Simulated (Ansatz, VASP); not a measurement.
## One calculation of NbTe, two programs

```
CELL_PARAMETERS angstrom
0.00000 2.85593 2.85593
2.85593 0.00000 2.85593
5.71186 5.71186 0.00000
ATOMIC_POSITIONS crystal
Nb 0.50000 0.50000 0.25000
Nb 0.50000 0.50000 0.75000
Te 0.00000 0.00000 0.00000
Te 0.00000 0.00000 0.50000
```

Alike in both runs: task single point; functional PBE; k mesh 10 × 10 × 5; occupations gaussian, width 0.05 eV; collinear spin.

|  | VASP | Ansatz |
| --- | --- | --- |
| version | VASP 6.6.1 | Ansatz 0.2.0 |
| potentials or method | VASP PAW PBE potentials, release 64 (Nb_sv, Te), cutoff 520 eV | scalar-relativistic, plane waves, PAW |
| valence electrons in the cell | 38 | 58 |

|  | VASP | Ansatz | Ansatz less VASP |
| --- | --- | --- | --- |
| gap on the k mesh at the Fermi level (eV) | none | none | - |
| pressure (GPa) | -0.8 | 0.0 | +0.81 |
| net moment per atom (μB) | 0.00 | 0.49 | +0.486 |
| size of the moment on the site where the two differ most (μB) | 0.01 | 0.74 | +0.728 |

The net moments are unlike, so the other rows may belong to different states. Site moments also hang on the region over which each program counts them. A gap of «none» marks a metal or a gap that the smearing closes. VASP's potentials hold 38 valence electrons a cell and Ansatz's 58, so a difference there can come from the potentials and not from the codes. Ansatz's warnings: seeded moment not kept, stability check not made.

Spin-orbit coupling is off throughout.
